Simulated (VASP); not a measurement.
# ZrH (P4_2/mmc) in VASP: a series of runs, part 2 of 2

VASP 6.6.1.

### 3 Single point, PBEsol (13.97 Å³/atom)

This run uses another cell than the first one, of 13.97 Å³/atom.

INCAR

```
SYSTEM = ZrH
PREC = Accurate
ENCUT = 520
EDIFF = 1E-7
ISMEAR = 0
SIGMA = 0.1
LREAL = .FALSE.
LASPH = .TRUE.
NELM = 80
ALGO = Normal
ISIF = 2
LWAVE = .FALSE.
LCHARG = .TRUE.
GGA = PS
LELF = .TRUE.
LVHAR = .TRUE.
NBANDS = 21
```

KPOINTS

```
Automatic mesh
0
G
  14 14 8
  0 0 0
```

POSCAR

```
ZrH
1.0
    3.3081880414      0.0000000000      0.0000000000
    0.0000000000      3.3081880414      0.0000000000
    0.0000000000      0.0000000000      5.1052099399
Zr H
2 2
Direct
    0.0000000000      0.5000000000      0.0000000000
    0.5000000000      0.0000000000      0.5000000000
    0.0000000000      0.0000000000      0.7500000000
    0.0000000000      0.0000000000      0.2500000000
```

Potentials or basis: VASP PAW PBE potentials, release 64 (Zr_sv, H).

On the command line:

```bash
$ cat potpaw_PBE.64/Zr_sv/POTCAR potpaw_PBE.64/H/POTCAR > POTCAR
$ mpirun -np 1 vasp_std > vasp.out
```

OUTCAR:

```text
SYSTEM = ZrH
   PREC = Accurate
   ENCUT = 520
   EDIFF = 1E-7
   ISMEAR = 0
   LREAL = .FALSE.
   LASPH = .TRUE.
   NELM = 80
   ISIF = 2
   GGA = PS

 ion  position               nearest neighbor table
   1  0.000  0.500  0.000-   3 2.09   4 2.09   3 2.09   4 2.09   2 3.46   2 3.46   2 3.46   2 3.46
                             2 3.46   2 3.46   2 3.46   2 3.46
   2  0.500  0.000  0.500-   3 2.09   4 2.09   3 2.09   4 2.09   1 3.46   1 3.46   1 3.46   1 3.46
                             1 3.46   1 3.46   1 3.46   1 3.46
   3  0.000  0.000  0.750-   1 2.09   2 2.09   1 2.09   2 2.09
   4  0.000  0.000  0.250-   1 2.09   2 2.09   1 2.09   2 2.09

  LATTYP: Found a simple tetragonal cell.
 ALAT       =     3.3081880414
 C/A-ratio  =     1.5432042786

  Lattice vectors:

 A1 = (   3.3081880414,   0.0000000000,   0.0000000000)
 A2 = (   0.0000000000,   3.3081880414,   0.0000000000)
 A3 = (   0.0000000000,   0.0000000000,   5.1052099399)

Analysis of symmetry for initial positions (statically):
=====================================================================
 Subroutine PRICEL returns:
 Original cell was already a primitive cell.

 Routine SETGRP: Setting up the symmetry group for a
 simple tetragonal supercell.

 Subroutine GETGRP returns: Found 16 space group operations
 (whereof  8 operations were pure point group operations)
 out of a pool of 16 trial point group operations.

The static configuration has the point symmetry D_2h.
 The point group associated with its full space group is D_4h.

Analysis of symmetry for dynamics (positions and initial velocities):
=====================================================================
 Subroutine PRICEL returns:
 Original cell was already a primitive cell.

 Routine SETGRP: Setting up the symmetry group for a
 simple tetragonal supercell.

 Subroutine GETGRP returns: Found 16 space group operations
 (whereof  8 operations were pure point group operations)
 out of a pool of 16 trial point group operations.

The dynamic configuration has the point symmetry D_2h.
 The point group associated with its full space group is D_4h.

 Subroutine INISYM returns: Found 16 space group operations
 (whereof  8 operations are pure point group operations),
 and found     1 'primitive' translations

----------------------------------------------------------------------------------------

                                     Primitive cell

  volume of cell :      55.8720

  direct lattice vectors                    reciprocal lattice vectors
     3.308188041  0.000000000  0.000000000     0.302280278  0.000000000  0.000000000
     0.000000000  3.308188041  0.000000000     0.000000000  0.302280278  0.000000000
     0.000000000  0.000000000  5.105209940     0.000000000  0.000000000  0.195878331

  length of vectors
     3.308188041  3.308188041  5.105209940     0.302280278  0.302280278  0.195878331

  position of ions in fractional coordinates (direct lattice)
     0.000000000  0.500000000  0.000000000
     0.500000000  0.000000000  0.500000000
     0.000000000  0.000000000  0.750000000
     0.000000000  0.000000000  0.250000000

  ion indices of the primitive-cell ions
[... 26 lines left out ...]

 Subroutine IBZKPT returns following result:
 ===========================================

 Found    180 irreducible k-points:

 Following reciprocal coordinates:
            Coordinates               Weight
  0.000000  0.000000  0.000000      1.000000
  0.071429  0.000000  0.000000      4.000000
  0.142857  0.000000  0.000000      4.000000
  0.214286  0.000000  0.000000      4.000000
  0.285714  0.000000  0.000000      4.000000
  0.357143  0.000000  0.000000      4.000000
[... 16 lines left out ...]
  0.285714  0.214286  0.000000      8.000000
  0.357143  0.214286  0.000000      8.000000
 [... further k-points ...]
   k-points           NKPTS =    180   k-points in BZ     NKDIM =    180   number of bands    NBANDS=     21
   number of dos      NEDOS =    301   number of ions     NIONS =      4
   total plane-waves  NPLWV =  31360
   dimension x,y,z NGX =    28 NGY =   28 NGZ =   40
   dimension x,y,z NGXF=    56 NGYF=   56 NGZF=   80
   ions per type =               2   2
   NGX,Y,Z   is equivalent  to a cutoff of  14.07, 14.07, 13.03 a.u.
   NGXF,Y,Z  is equivalent  to a cutoff of  28.14, 28.14, 26.05 a.u.
 SYSTEM =  ZrH
   PREC   = accura    normal or accurate (medium, high low for compatibility)
   ISTART =      0    job   : 0-new  1-cont  2-samecut
   ICHARG =      2    charge: 1-file 2-atom 10-const
   ISPIN  =      1    spin polarized calculation?
   LNONCOLLINEAR =      F non collinear calculations
   LSORBIT =      F    spin-orbit coupling
   LASPH  =      T    aspherical Exc in radial PAW
   ENCUT  =  520.0 eV  38.22 Ry    6.18 a.u.   6.15  6.15  9.49*2*pi/ulx,y,z
   NELM   =     80;   NELMIN=  2; NELMDL= -5     # of ELM steps
   EDIFF  = 0.1E-06   stopping-criterion for ELM
   LREAL  =      F    real-space projection
   EDIFFG = 0.1E-05   stopping-criterion for IOM
   NSW    =      0    number of steps for IOM
   IBRION =     -1    ionic relax: 0-MD 1-quasi-New 2-CG
   NFREE  =      0    steps in history (QN), initial steepest desc. (CG)
   ISIF   =      2    stress and relaxation
   ISYM   =      2    0-nonsym 1-usesym 2-fastsym
   POTIM  = 0.5000    time-step for ionic-motion
   TEBEG  =    0.0;   TEEND  =   0.0 temperature during run
   PSTRESS=    0.0 pullay stress
   NELECT =      26.0000    total number of electrons
   NUPDOWN=      -1.0000    fix difference up-down
   EMIN   =  10.00;   EMAX   =-10.00  energy-range for DOS
   EFERMI =   0.00;   METHOD = LEGACY
   ISMEAR =     0;   SIGMA  =   0.10  broadening in eV -4-tet -1-fermi 0-gaus
   EFERMI_NEDOS =   21; number of points for ismear=-14 and -15
   IALGO  =     38    algorithm
   IMIX   =      4    mixing-type and parameters
     AMIX     =   0.40;   BMIX     =  1.00
     AMIX_MAG =   1.60;   BMIX_MAG =  1.00
  volume/ion in A,a.u.               =      13.97        94.26
  Fermi-wavevector in a.u.,A,eV,Ry     =   1.268629  2.397361 21.897481  1.609419
  Thomas-Fermi vector in A             =   2.401714
   LORBIT       =      0    0 simple, 1 ext, 2 COOP (PROOUT), +10 PAW based schemes
   GGA     = PS    functional components
   LHFCALC =     F    Hartree Fock is set to
   AEXX    =    0.0000 exact exchange contribution
   IVDW    =     0    specifies the selected vdW correction
   LEPSILON=     F    determine dielectric tensor
   LRPA    =     F    only Hartree local field effects (RPA)
 non-spin polarized calculation
 Gauss-broadening in eV      SIGMA  =   0.10
  energy-cutoff  :      520.00
  volume of cell :       55.87
 maximum number of plane-waves:      1524
 NGX is ok and might be reduce to    28
   NGX = 13   NGY = 13   NGZ = 19

 number of electron      25.9999999 magnetization

 Free energy of the ion-electron system (eV)
  ---------------------------------------------------
  ext. energy  EPLUGINS =         0.00000000
  ---------------------------------------------------
  free energy    TOTEN  =       -26.50618994 eV

  energy without entropy =      -26.49639427  energy(sigma->0) =      -26.50129211

 E-fermi :   7.3893     XC(G=0): -10.8463

 val. band max:        7.3883415694   @ k =   0.3571   0.0000   0.3750
 cond. band min:       7.3915057115   @ k =   0.0714   0.0000   0.5000
 fundamental gap:      0.0031641421
 Fermi energy:         7.3892962991

 k-point     1 :       0.0000    0.0000    0.0000
  band No.  band energies     occupation
      1     -41.6006      2.00000
      2     -41.5248      2.00000
      3     -19.8966      2.00000
      4     -19.5049      2.00000
      5     -19.5049      2.00000
      6     -19.3548      2.00000
[... 565 lines left out ...]
     20      13.1755      0.00000
     21      13.9052      0.00000

 [... further k-points ...]

------------------------ aborting loop because EDIFF is reached ----------------------------------------

  FORCE on cell =-STRESS in cart. coord.  units (eV):
  Direction    XX          YY          ZZ          XY          YZ          ZX
  --------------------------------------------------------------------------------------
  -------------------------------------------------------------------------------------
  Total       -3.3775304     -3.3775304     -3.3777496      0.0000000      0.0000000      0.0000000
  in kB      -96.8536213    -96.8536213    -96.8599089      0.0000000      0.0000000      0.0000000
  external PRESSURE =     -96.8557172 kB  Pullay stress =       0.0000000 kB

 VOLUME and BASIS-vectors are now :
 -----------------------------------------------------------------------------
  energy-cutoff  :      520.00
  volume of cell :       55.87
      direct lattice vectors                 reciprocal lattice vectors
     3.308188041  0.000000000  0.000000000     0.302280278  0.000000000  0.000000000
     0.000000000  3.308188041  0.000000000     0.000000000  0.302280278  0.000000000
     0.000000000  0.000000000  5.105209940     0.000000000  0.000000000  0.195878331

 POSITION                                       TOTAL-FORCE (eV/Angst)
 -----------------------------------------------------------------------------------
      0.00000      1.65409      0.00000         0.000000      0.000000      0.000000
      1.65409      0.00000      2.55260         0.000000      0.000000      0.000000
      0.00000      0.00000      3.82891        -0.000000     -0.000000     -0.000000
      0.00000      0.00000      1.27630         0.000000      0.000000      0.000000
 -----------------------------------------------------------------------------------
    total drift:                                0.000000      0.000000      0.000000

  FREE ENERGIE OF THE ION-ELECTRON SYSTEM (eV)
  ---------------------------------------------------
  free  energy   TOTEN  =       -26.5061899426 eV

  energy  without entropy=      -26.4963942676  energy(sigma->0) =      -26.50129211
```

OSZICAR:

```text
N       E                     dE             d eps       ncg     rms          rms(c)
DAV:   1     0.213468165191E+03    0.21347E+03   -0.13854E+04  7568   0.120E+03
DAV:   2    -0.118866155292E+02   -0.22535E+03   -0.22014E+03  8581   0.350E+02
DAV:   3    -0.282942922865E+02   -0.16408E+02   -0.16264E+02 14297   0.684E+01
DAV:   4    -0.286697115406E+02   -0.37542E+00   -0.37490E+00  9220   0.112E+01
DAV:   5    -0.286804711928E+02   -0.10760E-01   -0.10759E-01 11798   0.129E+00    0.177E+01
DAV:   6    -0.268189467045E+02    0.18615E+01   -0.27614E+00  8920   0.104E+01    0.644E+00
DAV:   7    -0.264984363371E+02    0.32051E+00   -0.14348E+00 10984   0.641E+00    0.117E+00
DAV:   8    -0.265061201957E+02   -0.76839E-02   -0.12796E-01  9920   0.201E+00    0.587E-01
DAV:   9    -0.265064625026E+02   -0.34231E-03   -0.88690E-03 10093   0.678E-01    0.112E-01
DAV:  10    -0.265061944404E+02    0.26806E-03   -0.51083E-04  9059   0.116E-01    0.456E-02
DAV:  11    -0.265061907620E+02    0.36784E-05   -0.55319E-05  9598   0.534E-02    0.423E-03
DAV:  12    -0.265061906148E+02    0.14719E-06   -0.16537E-06 10735   0.748E-03    0.228E-03
DAV:  13    -0.265061900823E+02    0.53245E-06   -0.24093E-07  7700   0.253E-03    0.149E-03
DAV:  14    -0.265061899426E+02    0.13975E-06   -0.28912E-08  5440   0.147E-03    0.143E-04
DAV:  15    -0.265061899426E+02   -0.18190E-10   -0.52723E-09  5095   0.659E-04
   1 F= -.26506190E+02 E0= -.26501292E+02  d E =-.979568E-02
```

stdout:

```text
POSCAR found type information on POSCAR ZrH
 POSCAR found :  2 types and       4 ions
 scaLAPACK will be used
 -----------------------------------------------------------------------------
|                                                                             |
|                                                                             |
|     You enforced a specific xc type in the INCAR file but a different       |
|     I HOPE YOU KNOW WHAT YOU ARE DOING!                                     |
|                                                                             |
 -----------------------------------------------------------------------------

 LDA part: xc-table for (Slater+PW92), standard interpolation
 POSCAR, INCAR and KPOINTS ok, starting setup
 FFT: planning ... GRIDC
 FFT: planning ... GRID_SOFT
 FFT: planning ... GRID
 WAVECAR not read
 entering main loop
```

Wall time 2.1 min (1 thread of Intel Xeon Platinum 8559C (Emerald Rapids), shared host); peak memory 0.31 GiB.

What came out:

```
Free energy            : -26.5062 eV
Pressure               : -9.7 GPa
Band gap on the k mesh : zero (bands 13 and 14 overlap by 0.88 eV)
```

Levels at points of the mesh, in eV from the Fermi level:
```
           k point  band 10  band 11  band 12  band 13  band 14  band 15  band 16  band 17
(0.00, 0.00, 0.00)    -3.54    -2.79    -2.65     0.02     0.69     0.69     2.03     3.14
(0.50, 0.00, 0.00)    -5.20    -1.94    -0.71    -0.52    -0.20     1.60     1.82     2.12
(0.50, 0.50, 0.00)    -3.93    -2.66    -2.66    -1.66     2.59     3.59     3.95     3.95
(0.00, 0.00, 0.50)    -6.54    -1.60    -1.60     0.01     0.01     1.68     1.68     2.23
(0.50, 0.00, 0.50)    -4.05    -2.61    -0.16     0.24     0.38     0.62     1.09     3.67
(0.50, 0.50, 0.50)    -5.25    -1.80    -1.80    -0.28    -0.28     1.47     1.47     4.73
```

Caveat: the cell stands under tension; the PAW data sets were made with another functional, which shifts forces and pressure a little.
